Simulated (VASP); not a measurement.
**Si3N: single point with PBE+D3(BJ)**

The system is Si3N, a slab with vacuum.

```
CELL_PARAMETERS angstrom
3.83334 0.00000 0.00000
0.00000 5.42117 0.00000
0.00000 0.00000 22.48776
ATOMIC_POSITIONS crystal
Si 0.50000 0.00000 0.17787
Si 0.00000 0.25000 0.17787
Si 0.00000 0.50388 0.26087
Si 0.50000 0.74612 0.26087
Si 0.50000 0.00860 0.34186
Si 0.00000 0.24140 0.34186
N 0.66667 0.00860 0.47972
N 0.66667 0.00860 0.52863
```

| Property | Result |
| --- | --- |
| Program | VASP 6.6.1 |
| Task | single point |
| Functional | PBE |
| Dispersion | D3(BJ) |
| Potentials or basis | VASP PAW PBE potentials, release 64 (Si, N) |
| Cutoff | 520 eV |
| k mesh | 7 × 5 × 1 |
| Occupations | gaussian, width 0.05 eV |
| Spin | no spin polarisation |

| Quantity | Value |
| --- | --- |
| Largest force | 2.208 eV/Å |
| Band gap on the k mesh | zero (bands 17 and 18 overlap by 0.30 eV) |
| Dispersion energy per atom | -0.205 eV |

Forces on the atoms (eV/Å):
```
Si   0.012  0.565 -0.040
Si  -0.015 -0.570 -0.037
Si   0.007 -0.114 -0.005
Si  -0.009  0.080 -0.020
Si  -0.038 -0.013 -0.147
Si   0.021  0.064  0.059
N    0.040 -0.008 -2.016
N   -0.017 -0.003  2.207
```

Levels at points of the mesh, in eV from the Fermi level:
```tsv
k point	band 15	band 16	band 17	band 18	band 19	band 20
(0.00, 0.00, 0.00)	-0.69	-0.45	-0.33	0.22	1.15	1.92
```

Run time: 4.2 min on 1 thread of AMD EPYC 9R45 96-Core Processor (Zen 5), on a shared host, peak memory 0.55 GiB.

Caveat: the standard files for N, O and F lose accuracy on very short bonds.
